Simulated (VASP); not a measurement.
# Pt (P6_3/mmc) in VASP: a series of runs

Pt is run at these levels: r2SCAN; tasks: single point.

Everything below comes from runs of VASP 6.6.1. Logs are shortened: lines on timing, memory, paths and dates and some standing lists are left out, and cuts for length are marked.

## Step 1: The cell of the first run

It takes space group P6_3/mmc (No. 194, hexagonal). The conventional cell has a = 2.710 Å, b = 2.710 Å, c = 4.701 Å, α = 90.00°, β = 90.00°, γ = 120.00°. Within 3.6 Å of Pt (site symmetry -6m2) lie 12 Pt at 2.71 to 2.82 Å.

## Step 2: Single point, r2SCAN (volume scaled by 0.97, then relaxed in part)

Input file POSCAR:

```
Pt
1.0
    2.7100576825      0.0000000000      0.0000000000
   -1.3550288412      2.3469787988      0.0000000000
    0.0000000000      0.0000000000      4.7008812100
Pt
2
Direct
    0.6666666667      0.3333333333      0.7500000000
    0.3333333333      0.6666666667      0.2500000000
```

Input file INCAR.step1:

```
PREC = Accurate ; ENCUT = 520
ISMEAR = 0 ; SIGMA = 0.1
LREAL = F ; LASPH = T
NELM = 100 ; NBANDS = 17
GGA = PE ; ALGO = Normal
EDIFF = 1E-4 ; LWAVE = T
LCHARG = F
```

Input file INCAR.step2:

```
PREC = Accurate ; ENCUT = 520
EDIFF = 1E-7 ; ISMEAR = 0
SIGMA = 0.1 ; LREAL = F
LASPH = T ; NELM = 100
ALGO = Normal ; ISIF = 2
LWAVE = F ; LCHARG = F
METAGGA = R2SCAN ; LMIXTAU = T
NBANDS = 17 ; ISTART = 1
```

Input file KPOINTS:

```
regular mesh
0
Gamma
  18 18 10
```

Potentials or basis: VASP PAW PBE potentials, release 64 (Pt).

The run is started by

```sh
$ cat potpaw_PBE.64/Pt/POTCAR > POTCAR
$ cp INCAR.step1 INCAR
$ mpirun -np 1 vasp_std > vasp.out
$ cp INCAR.step2 INCAR
$ mpirun -np 1 vasp_std > vasp.out
```

OUTCAR:

```text
PREC = Accurate
   ENCUT = 520
   EDIFF = 1E-7
   ISMEAR = 0
   LREAL = F
   LASPH = T
   NELM = 100
   ISIF = 2
   METAGGA = R2SCAN
   ISTART = 1

 ion  position               nearest neighbor table
   1  0.667  0.333  0.750-   2 2.82   2 2.82   2 2.82   2 2.82   2 2.82   2 2.82
   2  0.333  0.667  0.250-   1 2.82   1 2.82   1 2.82   1 2.82   1 2.82   1 2.82

  LATTYP: Found a hexagonal cell.
 ALAT       =     2.7100576825
 C/A-ratio  =     1.7346055917

  Lattice vectors:

 A1 = (   2.7100576825,   0.0000000000,   0.0000000000)
 A2 = (  -1.3550288412,   2.3469787988,   0.0000000000)
 A3 = (   0.0000000000,   0.0000000000,   4.7008812100)

Analysis of symmetry for initial positions (statically):
=====================================================================
 Subroutine PRICEL returns:
 Original cell was already a primitive cell.

 Routine SETGRP: Setting up the symmetry group for a
 hexagonal supercell.

 Subroutine GETGRP returns: Found 24 space group operations
 (whereof 12 operations were pure point group operations)
 out of a pool of 24 trial point group operations.

The static configuration has the point symmetry D_3d.
 The point group associated with its full space group is D_6h.

Analysis of symmetry for dynamics (positions and initial velocities):
=====================================================================
 Subroutine PRICEL returns:
 Original cell was already a primitive cell.

 Routine SETGRP: Setting up the symmetry group for a
 hexagonal supercell.

 Subroutine GETGRP returns: Found 24 space group operations
 (whereof 12 operations were pure point group operations)
 out of a pool of 24 trial point group operations.

The dynamic configuration has the point symmetry D_3d.
 The point group associated with its full space group is D_6h.

 Subroutine INISYM returns: Found 24 space group operations
 (whereof 12 operations are pure point group operations),
 and found     1 'primitive' translations

----------------------------------------------------------------------------------------

                                     Primitive cell

  volume of cell :      29.8997

  direct lattice vectors                    reciprocal lattice vectors
     2.710057683  0.000000000  0.000000000     0.368995836  0.213039845  0.000000000
    -1.355028841  2.346978799  0.000000000     0.000000000  0.426079690  0.000000000
     0.000000000  0.000000000  4.700881210     0.000000000  0.000000000  0.212726073

  length of vectors
     2.710057683  2.710057683  4.700881210     0.426079690  0.426079690  0.212726073

  position of ions in fractional coordinates (direct lattice)
     0.666666667  0.333333333  0.750000000
     0.333333333  0.666666667  0.250000000

  ion indices of the primitive-cell ions
   primitive index   ion index
                 1           1
                 2           2

----------------------------------------------------------------------------------------

 KPOINTS: regular mesh

Automatic generation of k-mesh.
 Grid dimensions read from file:
 generate k-points for:   18   18   10

 Generating k-lattice:

  Cartesian coordinates                     Fractional coordinates (reciprocal lattice)
     0.020499769  0.011835547  0.000000000     0.055555556  0.000000000  0.000000000
     0.000000000  0.023671094  0.000000000     0.000000000  0.055555556  0.000000000
     0.000000000  0.000000000  0.021272607     0.000000000  0.000000000  0.100000000

  Length of vectors
     0.023671094  0.023671094  0.021272607

  Shift w.r.t. Gamma in fractional coordinates (k-lattice)
     0.000000000  0.000000000  0.000000000

 Subroutine IBZKPT returns following result:
 ===========================================

 Found    222 irreducible k-points:

 Following reciprocal coordinates:
            Coordinates               Weight
  0.000000  0.000000  0.000000      1.000000
  0.055556  0.000000  0.000000      6.000000
  0.111111  0.000000  0.000000      6.000000
  0.166667  0.000000  0.000000      6.000000
  0.222222  0.000000  0.000000      6.000000
  0.277778  0.000000  0.000000      6.000000
[... 16 lines left out ...]
  0.333333  0.111111  0.000000     12.000000
  0.388889  0.111111  0.000000     12.000000
 [... further k-points ...]
   k-points           NKPTS =    222   k-points in BZ     NKDIM =    222   number of bands    NBANDS=     17
   number of dos      NEDOS =    301   number of ions     NIONS =      2
   total plane-waves  NPLWV =  14400
   dimension x,y,z NGX =    20 NGY =   20 NGZ =   36
   dimension x,y,z NGXF=    40 NGYF=   40 NGZF=   72
   ions per type =               2
   NGX,Y,Z   is equivalent  to a cutoff of  12.27, 12.27, 12.73 a.u.
   NGXF,Y,Z  is equivalent  to a cutoff of  24.54, 24.54, 25.46 a.u.
 SYSTEM =  unknown system
   PREC   = accura    normal or accurate (medium, high low for compatibility)
   ISTART =      1    job   : 0-new  1-cont  2-samecut
   ICHARG =      0    charge: 1-file 2-atom 10-const
   ISPIN  =      1    spin polarized calculation?
   LNONCOLLINEAR =      F non collinear calculations
   LSORBIT =      F    spin-orbit coupling
   LASPH  =      T    aspherical Exc in radial PAW
   ENCUT  =  520.0 eV  38.22 Ry    6.18 a.u.   5.04  5.04  8.74*2*pi/ulx,y,z
   NELM   =    100;   NELMIN=  2; NELMDL=  0     # of ELM steps
   EDIFF  = 0.1E-06   stopping-criterion for ELM
   LREAL  =      F    real-space projection
   EDIFFG = 0.1E-05   stopping-criterion for IOM
   NSW    =      0    number of steps for IOM
   IBRION =     -1    ionic relax: 0-MD 1-quasi-New 2-CG
   NFREE  =      0    steps in history (QN), initial steepest desc. (CG)
   ISIF   =      2    stress and relaxation
   ISYM   =      2    0-nonsym 1-usesym 2-fastsym
   POTIM  = 0.5000    time-step for ionic-motion
   TEBEG  =    0.0;   TEEND  =   0.0 temperature during run
   PSTRESS=    0.0 pullay stress
   NELECT =      20.0000    total number of electrons
   NUPDOWN=      -1.0000    fix difference up-down
   EMIN   =  10.00;   EMAX   =-10.00  energy-range for DOS
   EFERMI =   0.00;   METHOD = LEGACY
   ISMEAR =     0;   SIGMA  =   0.10  broadening in eV -4-tet -1-fermi 0-gaus
   EFERMI_NEDOS =   21; number of points for ismear=-14 and -15
   IALGO  =     38    algorithm
   IMIX   =      4    mixing-type and parameters
     AMIX     =   0.40;   BMIX     =  1.00
     AMIX_MAG =   1.60;   BMIX_MAG =  1.00
  volume/ion in A,a.u.               =      14.95       100.89
  Fermi-wavevector in a.u.,A,eV,Ry     =   1.431735  2.705586 27.890090  2.049864
  Thomas-Fermi vector in A             =   2.551439
   LORBIT       =      0    0 simple, 1 ext, 2 COOP (PROOUT), +10 PAW based schemes
   METAGGA = R2SCAN    functional components
   LHFCALC =     F    Hartree Fock is set to
   AEXX    =    0.0000 exact exchange contribution
   IVDW    =     0    specifies the selected vdW correction
   LEPSILON=     F    determine dielectric tensor
   LRPA    =     F    only Hartree local field effects (RPA)
 non-spin polarized calculation
 Gauss-broadening in eV      SIGMA  =   0.10
  energy-cutoff  :      520.00
  volume of cell :       29.90
 maximum number of plane-waves:       831
   NGX = 11   NGY = 11   NGZ = 17

 number of electron      20.0000002 magnetization

 Free energy of the ion-electron system (eV)
  ---------------------------------------------------
  ext. energy  EPLUGINS =         0.00000000
  ---------------------------------------------------
  free energy    TOTEN  =      -102.85768838 eV

  energy without entropy =     -102.84182824  energy(sigma->0) =     -102.84975831

 E-fermi :  11.1504     XC(G=0): -14.6870

 val. band max:       11.1462450641   @ k =   0.3889   0.0000   0.4000
 cond. band min:      11.1552753371   @ k =   0.3889   0.0000   0.0000
 fundamental gap:      0.0090302730
 Fermi energy:        11.1504259278

 k-point     1 :       0.0000    0.0000    0.0000
  band No.  band energies     occupation
      1       0.5856      2.00000
      2       3.3004      2.00000
      3       6.7345      2.00000
      4       7.2889      2.00000
      5       7.2889      2.00000
      6       7.7011      2.00000
[... 9 lines left out ...]
     16      29.3837      0.00000
     17      33.8557      0.00000

 k-point     2 :       0.0556    0.0000    0.0000
  band No.  band energies     occupation
      1       0.7094      2.00000
      2       3.4154      2.00000
      3       6.7216      2.00000
      4       7.2833      2.00000
      5       7.3856      2.00000
      6       7.6369      2.00000
[... 9 lines left out ...]
     16      29.5662      0.00000
     17      33.0883      0.00000

 k-point     3 :       0.1111    0.0000    0.0000
  band No.  band energies     occupation
      1       1.0709      2.00000
      2       3.7395      2.00000
      3       6.6208      2.00000
      4       7.3064      2.00000
      5       7.5224      2.00000
      6       7.6710      2.00000
[... 9 lines left out ...]
     16      29.8903      0.00000
     17      31.8507      0.00000

 k-point     4 :       0.1667    0.0000    0.0000
  band No.  band energies     occupation
      1       1.6373      2.00000
      2       4.1898      2.00000
      3       6.4474      2.00000
      4       7.1279      2.00000
      5       7.4191      2.00000
      6       7.7427      2.00000
[... 9 lines left out ...]
     16      29.9685      0.00000
     17      30.5165      0.00000
[... 343 lines left out ...]
      1       4.0008      2.00000
      2       4.7711      2.00000
      3       5.4579      2.00000
      4       6.5716      2.00000
      5       7.2690      2.00000
      6       7.3185      2.00000
[... 9 lines left out ...]
     16      27.3061      0.00000
     17      28.3841      0.00000

 k-point    23 :       0.3333    0.1111    0.0000
  band No.  band energies     occupation
      1       4.3051      2.00000
      2       4.5549      2.00000
      3       5.1174      2.00000
      4       7.0526      2.00000
      5       7.2354      2.00000
      6       7.6987      2.00000
[... 9 lines left out ...]
     16      26.1752      0.00000
     17      26.6360      0.00000

 k-point    24 :       0.3889    0.1111    0.0000
  band No.  band energies     occupation
      1       4.3490      2.00000
      2       4.4553      2.00000
      3       4.9095      2.00000
      4       7.2422      2.00000
      5       7.5407      2.00000
      6       7.5687      2.00000
[... 9 lines left out ...]
     16      24.4895      0.00000
     17      26.1144      0.00000

 [... further k-points ...]
[... 5 lines left out ...]
  --------------------------------------------------------------------------------------
  -------------------------------------------------------------------------------------
  Total        1.7955659      1.7955659      1.7307021      0.0000000      0.0000000     -0.0000000
  in kB       96.2154797     96.2154797     92.7397509      0.0000000      0.0000000     -0.0000000
  external PRESSURE =      95.0569034 kB  Pullay stress =       0.0000000 kB

 VOLUME and BASIS-vectors are now :
 -----------------------------------------------------------------------------
  energy-cutoff  :      520.00
  volume of cell :       29.90
      direct lattice vectors                 reciprocal lattice vectors
     2.710057683  0.000000000  0.000000000     0.368995836  0.213039845  0.000000000
    -1.355028841  2.346978799  0.000000000     0.000000000  0.426079690  0.000000000
     0.000000000  0.000000000  4.700881210     0.000000000  0.000000000  0.212726073

 POSITION                                       TOTAL-FORCE (eV/Angst)
 -----------------------------------------------------------------------------------
      1.35503      0.78233      3.52566         0.000000      0.000000      0.000000
     -0.00000      1.56465      1.17522        -0.000000     -0.000000      0.000000
 -----------------------------------------------------------------------------------
    total drift:                               -0.000000      0.000000     -0.000000

  FREE ENERGIE OF THE ION-ELECTRON SYSTEM (eV)
  ---------------------------------------------------
  free  energy   TOTEN  =      -102.8576883841 eV

  energy  without entropy=     -102.8418282405  energy(sigma->0) =     -102.84975831
```

Wall time 3.6 min (1 thread of Intel Xeon 6975P-C, shared host); peak memory 0.22 GiB.

Results:

| Item | Value |
| --- | --- |
| Free energy | -102.8577 eV |
| Pressure | 9.5 GPa |
| Band gap on the k mesh | zero (band 10 reaches 11.73 eV, above the bottom of band 11 at 10.21 eV) |

Levels at points of the mesh, in eV from the Fermi level:
```
           k point  band 8  band 9  band 10  band 11  band 12  band 13
(0.00, 0.00, 0.00)   -2.08   -2.08    -0.78    -0.29    -0.29     5.33
(0.50, 0.00, 0.00)   -0.03    0.35     0.58     2.55     4.17     7.99
(0.00, 0.00, 0.50)   -3.86   -0.94    -0.94    -0.94    -0.94    12.99
(0.50, 0.00, 0.50)   -0.94    0.48     0.48     1.85     1.85     7.27
```

Caveat: the cell differs from its parent crystal (volume scaled by 0.97, then relaxed in part); the PAW data sets were made with another functional, which shifts forces and pressure a little; spin-orbit coupling is left out, which moves the levels of the heavy elements.

## Step 3: Single point, r2SCAN

This run uses another cell than the first one, of 15.41 Å³/atom, 1.031 times its volume.

Input file POSCAR:

```
Pt
1.0
    2.7329693126      0.0000000000      0.0000000000
   -1.3664846563      2.3668208525      0.0000000000
    0.0000000000      0.0000000000      4.7653532693
Pt
2
Direct
    0.6666666667      0.3333333333      0.7500000000
    0.3333333333      0.6666666667      0.2500000000
```

Input file INCAR.step1:

```
PREC = Accurate
ENCUT = 520
ISMEAR = 0
SIGMA = 0.1
LREAL = False
LASPH = True
NELM = 100
NBANDS = 17
GGA = PE
ALGO = Normal
EDIFF = 1E-4
LWAVE = True
LCHARG = False
```

Input file INCAR.step2:

```
PREC = Accurate
ENCUT = 520
EDIFF = 1E-7
ISMEAR = 0
SIGMA = 0.1
LREAL = False
LASPH = True
NELM = 100
ALGO = Normal
ISIF = 2
LWAVE = False
LCHARG = False
METAGGA = R2SCAN
LMIXTAU = True
NBANDS = 17
ISTART = 1
```

KPOINTS is that of step 2.

Potentials or basis: VASP PAW PBE potentials, release 64 (Pt).

The run is started by

```sh
$ cat potpaw_PBE.64/Pt/POTCAR > POTCAR
$ cp INCAR.step1 INCAR
$ mpirun -np 1 vasp_std > vasp.out
$ cp INCAR.step2 INCAR
$ mpirun -np 1 vasp_std > vasp.out
```

It took 4.5 min on 1 thread of Intel Xeon 6975P-C, shared host; peak memory 0.22 GiB.

Results (log left out):

| Property | Result |
| --- | --- |
| Free energy | -102.8864 eV |
| Pressure | 0.7 GPa |
| Band gap on the k mesh | zero (band 10 reaches 11.13 eV, above the bottom of band 11 at 9.68 eV) |

Stress tensor (GPa, compression positive):
```
0.78 0.00 0.00
0.00 0.78 0.00
0.00 0.00 0.48
```

Levels at points of the mesh, in eV from the Fermi level:
| k point | band 6 | band 7 | band 8 | band 9 | band 10 | band 11 | band 12 | band 13 | band 14 | band 15 |
| --- | --- | --- | --- | --- | --- | --- | --- | --- | --- | --- |
| (0.00, 0.00, 0.00) | -3.30 | -3.30 | -1.95 | -1.95 | -0.67 | -0.28 | -0.28 | 5.05 | 16.06 | 16.49 |
| (0.50, 0.00, 0.00) | -3.12 | -2.66 | -0.06 | 0.35 | 0.56 | 2.50 | 4.08 | 7.81 | 9.39 | 10.27 |
| (0.00, 0.00, 0.50) | -3.67 | -3.67 | -3.67 | -0.89 | -0.89 | -0.89 | -0.89 | 12.65 | 12.65 | 16.45 |
| (0.50, 0.00, 0.50) | -1.96 | -0.86 | -0.86 | 0.47 | 0.47 | 1.86 | 1.86 | 7.05 | 7.05 | 15.00 |

Caveat: the PAW data sets were made with another functional, which shifts forces and pressure a little; spin-orbit coupling is left out, which moves the levels of the heavy elements.
